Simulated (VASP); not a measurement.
# NaF in VASP: single point with PBE

Aim: the single point of NaF with PBE.

Everything below comes from runs of VASP 6.6.1. Logs are shortened: lines on timing, memory, paths and dates and some standing lists are left out, and cuts for length are marked.

## (1) The cell of the first run

The cell holds a wire with vacuum, 2 atoms: a = 10.900 Å, b = 9.300 Å, c = 2.242 Å, α = 90.00°, β = 90.00°, γ = 90.00°.

## (2) Single point, PBE, collinear spin, ferromagnetic start

INCAR reads:

```
SYSTEM = NaF
  ALGO = Normal
  EDIFF = 1E-6
  ENCUT = 520
  GGA = PE
  ISIF = 2
  ISMEAR = 0
  ISPIN = 2
  LASPH = .True.
  LCHARG = .False.
  LORBIT = 11
  LREAL = .False.
  LWAVE = .False.
  MAGMOM = 0.5 0.5
  NBANDS = 18
  NELM = 150
  PREC = Accurate
  SIGMA = 0.05
```

KPOINTS reads:

```
k-points
0
Gamma
  1 1 29
  0 0 0
```

POSCAR reads:

```
NaF
1.0
   10.9000000000      0.0000000000      0.0000000000
    0.0000000000      9.3000000000      0.0000000000
    0.0000000000      0.0000000000      2.2416556187
Na F
1 1
Direct
    0.4126930043      0.5000000000      0.0000000000
    0.5873069957      0.5000000000      0.5000000000
```

Potentials or basis: VASP PAW PBE potentials, release 64 (Na_pv, F).

Command:

```bash
cat potpaw_PBE.64/Na_pv/POTCAR potpaw_PBE.64/F/POTCAR > POTCAR
mpirun -np 1 vasp_std > vasp.out
```

OUTCAR:

```text
SYSTEM = NaF
   EDIFF = 1E-6
   ENCUT = 520
   GGA = PE
   ISIF = 2
   ISMEAR = 0
   ISPIN = 2
   LASPH = .True.
   LORBIT = 11
   LREAL = .False.
   NELM = 150
   PREC = Accurate

 ion  position               nearest neighbor table
   1  0.413  0.500  0.000-   2 2.21   2 2.21
   2  0.587  0.500  0.500-   1 2.21   1 2.21

  LATTYP: Found a simple orthorhombic cell.
 ALAT       =     2.2416556187
 B/A-ratio  =     4.1487193316
 C/A-ratio  =     4.8624774961

  Lattice vectors:

 A1 = (   0.0000000000,   0.0000000000,  -2.2416556187)
 A2 = (   0.0000000000,   9.3000000000,   0.0000000000)
 A3 = (  10.9000000000,   0.0000000000,   0.0000000000)

Analysis of symmetry for initial positions (statically):
=====================================================================
 Subroutine PRICEL returns:
 Original cell was already a primitive cell.

 Routine SETGRP: Setting up the symmetry group for a
 simple orthorhombic supercell.

 Subroutine GETGRP returns: Found  4 space group operations
 (whereof  4 operations were pure point group operations)
 out of a pool of  8 trial point group operations.

The static configuration has the point symmetry C_2v.

Analysis of symmetry for dynamics (positions and initial velocities):
=====================================================================
 Subroutine PRICEL returns:
 Original cell was already a primitive cell.

 Routine SETGRP: Setting up the symmetry group for a
 simple orthorhombic supercell.

 Subroutine GETGRP returns: Found  4 space group operations
 (whereof  4 operations were pure point group operations)
 out of a pool of  8 trial point group operations.

The dynamic configuration has the point symmetry C_2v.

Analysis of structural, dynamic, and magnetic symmetry:
=====================================================================
 Subroutine PRICEL returns:
 Original cell was already a primitive cell.

 Routine SETGRP: Setting up the symmetry group for a
 simple orthorhombic supercell.

 Subroutine GETGRP returns: Found  4 space group operations
 (whereof  4 operations were pure point group operations)
 out of a pool of  8 trial point group operations.

The overall configuration has the point symmetry C_2v.

 Subroutine INISYM returns: Found  4 space group operations
 (whereof  4 operations are pure point group operations),
 and found     1 'primitive' translations

----------------------------------------------------------------------------------------

                                     Primitive cell

  volume of cell :     227.2366

  direct lattice vectors                    reciprocal lattice vectors
    10.900000000  0.000000000  0.000000000     0.091743119  0.000000000  0.000000000
     0.000000000  9.300000000  0.000000000     0.000000000  0.107526882  0.000000000
     0.000000000  0.000000000  2.241655619     0.000000000  0.000000000  0.446098853

  length of vectors
    10.900000000  9.300000000  2.241655619     0.091743119  0.107526882  0.446098853

  position of ions in fractional coordinates (direct lattice)
     0.412693004  0.500000000  0.000000000
     0.587306996  0.500000000  0.500000000

  ion indices of the primitive-cell ions
   primitive index   ion index
                 1           1
                 2           2

----------------------------------------------------------------------------------------

 KPOINTS: k-points

Automatic generation of k-mesh.
 Grid dimensions read from file:
 generate k-points for:    1    1   29

 Generating k-lattice:

  Cartesian coordinates                     Fractional coordinates (reciprocal lattice)
     0.091743119  0.000000000  0.000000000     1.000000000  0.000000000  0.000000000
     0.000000000  0.107526882  0.000000000     0.000000000  1.000000000  0.000000000
     0.000000000  0.000000000  0.015382719     0.000000000  0.000000000  0.034482759

  Length of vectors
     0.091743119  0.107526882  0.015382719

  Shift w.r.t. Gamma in fractional coordinates (k-lattice)
     0.000000000  0.000000000  0.000000000

 Subroutine IBZKPT returns following result:
 ===========================================

 Found     15 irreducible k-points:

 Following reciprocal coordinates:
            Coordinates               Weight
  0.000000  0.000000  0.000000      1.000000
  0.000000  0.000000  0.034483      2.000000
  0.000000  0.000000  0.068966      2.000000
  0.000000  0.000000  0.103448      2.000000
  0.000000  0.000000  0.137931      2.000000
  0.000000  0.000000  0.172414      2.000000
  0.000000  0.000000  0.206897      2.000000
  0.000000  0.000000  0.241379      2.000000
  0.000000  0.000000  0.275862      2.000000
  0.000000  0.000000  0.310345      2.000000
  0.000000  0.000000  0.344828      2.000000
  0.000000  0.000000  0.379310      2.000000
  0.000000  0.000000  0.413793      2.000000
  0.000000  0.000000  0.448276      2.000000
  0.000000  0.000000  0.482759      2.000000
   k-points           NKPTS =     15   k-points in BZ     NKDIM =     15   number of bands    NBANDS=     18
   number of dos      NEDOS =    301   number of ions     NIONS =      2
   total plane-waves  NPLWV = 105840
   dimension x,y,z NGX =    84 NGY =   70 NGZ =   18
   dimension x,y,z NGXF=   168 NGYF=  140 NGZF=   36
   ions per type =               1   1
   NGX,Y,Z   is equivalent  to a cutoff of  12.81, 12.51, 13.35 a.u.
   NGXF,Y,Z  is equivalent  to a cutoff of  25.62, 25.03, 26.70 a.u.
 SYSTEM =  NaF
   PREC   = accura    normal or accurate (medium, high low for compatibility)
   ISTART =      0    job   : 0-new  1-cont  2-samecut
   ICHARG =      2    charge: 1-file 2-atom 10-const
   ISPIN  =      2    spin polarized calculation?
   LNONCOLLINEAR =      F non collinear calculations
   LSORBIT =      F    spin-orbit coupling
   LASPH  =      T    aspherical Exc in radial PAW
   ENCUT  =  520.0 eV  38.22 Ry    6.18 a.u.  20.27 17.29  4.17*2*pi/ulx,y,z
   NELM   =    150;   NELMIN=  2; NELMDL= -5     # of ELM steps
   EDIFF  = 0.1E-05   stopping-criterion for ELM
   LREAL  =      F    real-space projection
   EDIFFG = 0.1E-04   stopping-criterion for IOM
   NSW    =      0    number of steps for IOM
   IBRION =     -1    ionic relax: 0-MD 1-quasi-New 2-CG
   NFREE  =      0    steps in history (QN), initial steepest desc. (CG)
   ISIF   =      2    stress and relaxation
   ISYM   =      2    0-nonsym 1-usesym 2-fastsym
   POTIM  = 0.5000    time-step for ionic-motion
   TEBEG  =    0.0;   TEEND  =   0.0 temperature during run
   PSTRESS=    0.0 pullay stress
   NELECT =      14.0000    total number of electrons
   NUPDOWN=      -1.0000    fix difference up-down
   EMIN   =  10.00;   EMAX   =-10.00  energy-range for DOS
   EFERMI =   0.00;   METHOD = LEGACY
   ISMEAR =     0;   SIGMA  =   0.05  broadening in eV -4-tet -1-fermi 0-gaus
   EFERMI_NEDOS =   21; number of points for ismear=-14 and -15
   IALGO  =     38    algorithm
   IMIX   =      4    mixing-type and parameters
     AMIX     =   0.40;   BMIX     =  1.00
     AMIX_MAG =   1.60;   BMIX_MAG =  1.00
  volume/ion in A,a.u.               =     113.62       766.73
  Fermi-wavevector in a.u.,A,eV,Ry     =   0.646584  1.221866  5.688194  0.418070
  Thomas-Fermi vector in A             =   1.714614
   LORBIT       =     11    0 simple, 1 ext, 2 COOP (PROOUT), +10 PAW based schemes
   GGA     = PE    functional components
   LHFCALC =     F    Hartree Fock is set to
   AEXX    =    0.0000 exact exchange contribution
   IVDW    =     0    specifies the selected vdW correction
   LEPSILON=     F    determine dielectric tensor
   LRPA    =     F    only Hartree local field effects (RPA)
 spin polarized calculation
 Gauss-broadening in eV      SIGMA  =   0.05
  energy-cutoff  :      520.00
  volume of cell :      227.24
 maximum number of plane-waves:      6154
 NGX is ok and might be reduce to    84
   NGX = 41   NGY = 35   NGZ =  9

 number of electron      13.9999982 magnetization      -0.0000414

 number of electron      13.9999982 magnetization       0.0000035

 Free energy of the ion-electron system (eV)
  ---------------------------------------------------
  ext. energy  EPLUGINS =         0.00000000
  ---------------------------------------------------
  free energy    TOTEN  =        -4.39499374 eV

  energy without entropy =       -4.39450082  energy(sigma->0) =       -4.39474728

 E-fermi :  -3.9756     XC(G=0):  -2.2158

 val. band max:       -4.0477882629   @ k =   0.0000   0.0000   0.0690
 cond. band min:      -3.9037146472   @ k =   0.0000   0.0000   0.0690
 fundamental gap:      0.1440736157
 Fermi energy:        -3.9755627060

 spin component 1

 k-point     1 :       0.0000    0.0000    0.0000
  band No.  band energies     occupation
      1     -29.5312      1.00000
      2     -29.4266      1.00000
      3     -29.0110      1.00000
      4     -24.9954      1.00000
      5      -6.8733      1.00000
      6      -6.4026      1.00000
[... 10 lines left out ...]
     17       4.1981      0.00000
     18       4.2189      0.00000
[... 276 lines left out ...]
      1     -30.2811      1.00000
      2     -29.3386      1.00000
      3     -29.1794      1.00000
      4     -23.9986      1.00000
      5      -7.7617      1.00000
      6      -5.7403      1.00000
[... 10 lines left out ...]
     17       8.4272      0.00000
     18       9.1125      0.00000
 Fermi energy:        -3.9755627060

 spin component 2

 k-point     1 :       0.0000    0.0000    0.0000
  band No.  band energies     occupation
      1     -29.5312      1.00000
      2     -29.4266      1.00000
      3     -29.0110      1.00000
      4     -24.9957      1.00000
      5      -6.8734      1.00000
      6      -6.4027      1.00000
[... 10 lines left out ...]
     17       4.1978      0.00000
     18       4.2178      0.00000
[... 277 lines left out ...]
      2     -29.3386      1.00000
      3     -29.1794      1.00000
      4     -23.9989      1.00000
      5      -7.7623      1.00000
      6      -5.7404      1.00000
[... 10 lines left out ...]
     17       8.4202      0.00000
     18       9.1059      0.00000

------------------------ aborting loop because EDIFF is reached ----------------------------------------

  FORCE on cell =-STRESS in cart. coord.  units (eV):
  Direction    XX          YY          ZZ          XY          YZ          ZX
  --------------------------------------------------------------------------------------
  -------------------------------------------------------------------------------------
  Total       -2.5674653     -0.0114255      5.3484730      0.0000000      0.0000000      0.0000000
  in kB      -18.1024282     -0.0805579     37.7104788      0.0000000      0.0000000      0.0000000
  external PRESSURE =       6.5091642 kB  Pullay stress =       0.0000000 kB

 VOLUME and BASIS-vectors are now :
 -----------------------------------------------------------------------------
  energy-cutoff  :      520.00
  volume of cell :      227.24
      direct lattice vectors                 reciprocal lattice vectors
    10.900000000  0.000000000  0.000000000     0.091743119  0.000000000  0.000000000
     0.000000000  9.300000000  0.000000000     0.000000000  0.107526882  0.000000000
     0.000000000  0.000000000  2.241655619     0.000000000  0.000000000  0.446098853

 POSITION                                       TOTAL-FORCE (eV/Angst)
 -----------------------------------------------------------------------------------
      4.49835      4.65000      0.00000         1.217001      0.000000      0.000000
      6.40165      4.65000      1.12083        -1.217001      0.000000      0.000000
 -----------------------------------------------------------------------------------
    total drift:                               -0.000330      0.000000     -0.000002

  FREE ENERGIE OF THE ION-ELECTRON SYSTEM (eV)
  ---------------------------------------------------
  free  energy   TOTEN  =        -4.3949937401 eV

  energy  without entropy=       -4.3945008231  energy(sigma->0) =       -4.39474728

 total charge

# of ion       s       p       d       tot
------------------------------------------
    1        0.098   5.982   0.000   6.080
    2        1.748   4.229   0.000   5.978
--------------------------------------------------
tot          1.846  10.212   0.000  12.058

 magnetization (x)

# of ion       s       p       d       tot
------------------------------------------
    1        0.000   0.000   0.000   0.000
    2       -0.000  -0.000   0.000  -0.000
--------------------------------------------------
tot          0.000  -0.000   0.000  -0.000
```

It took 5.2 min on 1 thread of Oxide Virtual Turin-like, shared host; peak memory 0.4 GiB.

Results:

| Quantity | Value |
| --- | --- |
| Free energy | -4.3950 eV |
| Largest force | 1.217 eV/Å |
| Band gap on the k mesh | 0.14 eV, direct |
| Net moment | 0.00 μB per cell |
| Valence electrons inside the program's atomic spheres | Na 6.08; F 5.98 |

Forces on the atoms (eV/Å):
```
Na   1.217  0.000  0.000
F   -1.217  0.000  0.000
```
